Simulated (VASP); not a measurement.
Write the native input for VASP 6.6.1 that does the following.

| Property | Result |
| --- | --- |
| Task | single point |
| Functional | PBE |
| Potentials or basis | VASP PAW PBE potentials, release 64 (Ba_sv, Ti_sv, O) |
| Cutoff | 520 eV |
| k mesh | 6 × 6 × 6 |
| Occupations | gaussian, width 0.02 eV |
| Spin | no spin polarisation |
| Dipole correction | no |
| Further INCAR settings | ALGO = Normal; EDIFF = 1e-06; NBANDS = 28 |

The structure of BaTiO3 lies in POSCAR:

```
BaTiO3
1.0
    2.9120168811      1.6812537301      2.4148245618
   -2.9120168811      1.6812537301      2.4148245618
    0.0000000000     -3.3625074604      2.4148245617
Ba Ti O
1 1 3
Direct
   -0.0102058848     -0.0102058848     -0.0102058848
    0.4740933276      0.4740933276      0.4740933276
    0.5129894836      0.5129894836      0.0293335899
    0.0293335899      0.5129894836      0.5129894836
    0.5129894836      0.0293335899      0.5129894836
```

This cell differs from its parent crystal: volume scaled by 1.06, then relaxed in part.

One way to write it, as run:

INCAR

```
PREC = Accurate ; ENCUT = 520
EDIFF = 1E-6 ; ISMEAR = 0
SIGMA = 0.02 ; LREAL = False
LASPH = True ; NELM = 60
ALGO = Normal ; ISIF = 2
LWAVE = False ; LCHARG = True
GGA = PE ; LELF = True
LVHAR = True ; NBANDS = 28
```

KPOINTS

```
Automatic mesh
0
Gamma
  6 6 6
```

Potentials or basis: VASP PAW PBE potentials, release 64 (Ba_sv, Ti_sv, O).

Launch:

```sh
$ cat potpaw_PBE.64/Ba_sv/POTCAR potpaw_PBE.64/Ti_sv/POTCAR potpaw_PBE.64/O/POTCAR > POTCAR
$ mpirun -np 1 vasp_std > vasp.out
```

Results of the run:

- Pressure: -3.2 GPa
- Largest force: 0.112 eV/Å
- Band gap on the k mesh: 2.88 eV, indirect (least direct gap 3.46 eV)

Caveat: spin-orbit coupling is left out, which moves the levels of the heavy elements.

It took 44 s on 1 thread of Intel(R) Xeon(R) Platinum 8259CL CPU @ 2.50GHz (Skylake/Cascade Lake) (shared host), peak memory 0.21 GiB.
